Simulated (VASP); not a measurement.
A run of VASP 6.6.1 is set up as follows.

The input INCAR:

```
SYSTEM = MgS
  PREC = Accurate
  ENCUT = 600
  EDIFF = 1E-6
  ISMEAR = 0
  SIGMA = 0.01
  LREAL = .FALSE.
  LASPH = .TRUE.
  NELM = 120
  ALGO = Normal
  ISIF = 2
  LWAVE = .FALSE.
  LCHARG = .FALSE.
  GGA = PS
  NBANDS = 11
  GGA_COMPAT = .FALSE.
```

File KPOINTS:

```
Automatic mesh
0
G
  6 6 6
  0 0 0
```

File POSCAR:

```
MgS
1.0
    0.0000000000      2.5653969554      2.6055130538
    2.5653969554      0.0000000000      2.6055130538
    2.5653969554      2.5653969554      0.0000000000
Mg S
1 1
Direct
    0.0000000000      0.0000000000      0.0000000000
    0.5000000000      0.5000000000      0.5000000000
```

Potentials or basis: VASP PAW PBE potentials, release 64 (Mg, S).

The run is started by

```bash
$ cat potpaw_PBE.64/Mg/POTCAR potpaw_PBE.64/S/POTCAR > POTCAR
$ mpirun -np 1 vasp_std > vasp.out
```

Task: Estimate the pressure.

Result: 1.0 GPa.

Task: What does it give for the band gap on the k mesh?

Result: 2.69 eV, indirect (least direct gap 3.76 eV).

Stress tensor (GPa, compression positive):
```
 1.64  0.00  0.00
 0.00  1.64  0.00
 0.00  0.00 -0.18
```

Caveat: the PAW data sets were made with another functional, which shifts forces and pressure a little. Expect the measured gap to be larger: semilocal functionals such as PBEsol lack the derivative discontinuity.
